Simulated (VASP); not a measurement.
Crystal: Al2Cu.

```
CELL_PARAMETERS angstrom
3.80592 0.00000 0.00000
0.00000 5.53778 0.00000
0.00000 0.00000 4.77467
ATOMIC_POSITIONS crystal
Al 0.00000 0.16276 0.33636
Al 0.00000 0.83724 0.33636
Al 0.50000 0.66276 0.66364
Al 0.50000 0.33724 0.66364
Cu 0.00000 0.50000 0.66943
Cu 0.50000 0.00000 0.33057
```

The cell was built from a structure type or drawn by symmetry, and may not be a known phase.

| Item | Value |
| --- | --- |
| Program | VASP 6.6.1 |
| Task | relaxation of cell and atoms |
| Functional | PBE |
| Potentials or basis | VASP PAW PBE potentials, release 64 (Al, Cu) |
| Cutoff | 600 eV |
| k mesh | 4 × 3 × 4 |
| Occupations | gaussian, width 0.2 eV |
| Spin | no spin polarisation |

At the start: pressure 54.0 GPa; volume 16.77 Å³/atom.

Problem. How do energy, volume and symmetry change on relaxing?

Solution. Over 26 steps the energy falls by 2330.3 meV/atom and the volume is 16.08 Å³/atom (-4.1 %); space group Pmmn (No. 59, to 0.1 Å) before, I4/mmm (No. 139, to 0.1 Å).

The path:
| step | energy change (eV) | largest force (eV/Å) | pressure (GPa) | volume (Å³) |
| --- | --- | --- | --- | --- |
| 1 | 0.0000 | 16.6751 | 53.95 | 100.63 |
| 2 | -6.5774 | 1.5165 | -5.59 | 197.68 |
| 3 | -6.9971 | 1.3748 | -5.90 | 189.83 |
| 4 | -7.4036 | 1.2574 | -6.27 | 182.60 |
| 5 | -10.3725 | 1.5305 | -5.36 | 138.88 |
| 6 | -11.2656 | 1.5193 | 2.28 | 119.06 |
| 7 | -11.2623 | 1.5465 | 0.33 | 121.80 |
| 8 | -11.2728 | 1.5317 | 1.23 | 120.47 |
| 9 | -11.6518 | 0.8688 | -3.25 | 123.34 |
| 10 | -11.7873 | 0.3941 | -8.20 | 128.37 |
| 11 | -12.0284 | 0.5082 | -8.37 | 125.21 |
| 12 | -12.7501 | 0.8691 | -7.99 | 115.94 |
| 13 | -13.3695 | 1.2887 | 1.02 | 98.34 |
| 14 | -13.3925 | 1.1979 | -3.98 | 104.25 |
| 15 | -13.4277 | 1.2241 | -2.51 | 102.17 |
| 16 | -13.6265 | 0.9090 | -1.26 | 99.56 |
| 17 | -13.7431 | 0.5390 | 1.44 | 95.98 |
| 18 | -13.7437 | 0.5117 | 1.77 | 95.64 |
| 19 | -13.8146 | 0.3718 | 0.34 | 96.86 |
| 20 | -13.8868 | 0.2298 | -2.97 | 100.35 |
| 21 | -13.9215 | 0.2816 | -2.51 | 99.76 |
| 22 | -13.9384 | 0.3451 | -1.93 | 99.05 |
| 23 | -13.9626 | 0.2557 | -0.99 | 97.94 |
| 24 | -13.9779 | 0.1316 | 0.44 | 96.39 |
| 25 | -13.9782 | 0.1128 | 0.70 | 96.14 |
| 26 | -13.9816 | 0.0651 | 0.30 | 96.50 |

Final structure:
```cif
data_structure
_symmetry_space_group_name_H-M 'P 1'
_symmetry_Int_Tables_number 1
_cell_length_a 4.0332
_cell_length_b 5.9464
_cell_length_c 4.0236
_cell_angle_alpha 90.000
_cell_angle_beta 90.000
_cell_angle_gamma 90.000
_cell_volume 96.50
loop_
_atom_site_label
_atom_site_type_symbol
_atom_site_fract_x
_atom_site_fract_y
_atom_site_fract_z
_atom_site_occupancy
Al1 Al 0.00000 0.24897 0.25133 1
Al2 Al 0.00000 0.75103 0.25133 1
Al3 Al 0.50000 0.74897 0.74867 1
Al4 Al 0.50000 0.25103 0.74867 1
Cu1 Cu 0.00000 0.50000 0.74972 1
Cu2 Cu 0.50000 0.00000 0.25028 1
```

Caveat: the k points lie up to 0.39 Å⁻¹ apart in the final cell, too coarse for converged energies and pressures of a metal; a cell axis changed by over 15 % at a fixed basis, so the end point is rough; the relaxation stopped at a loose force limit of 0.08 eV/Å, so its end isn't a converged minimum.
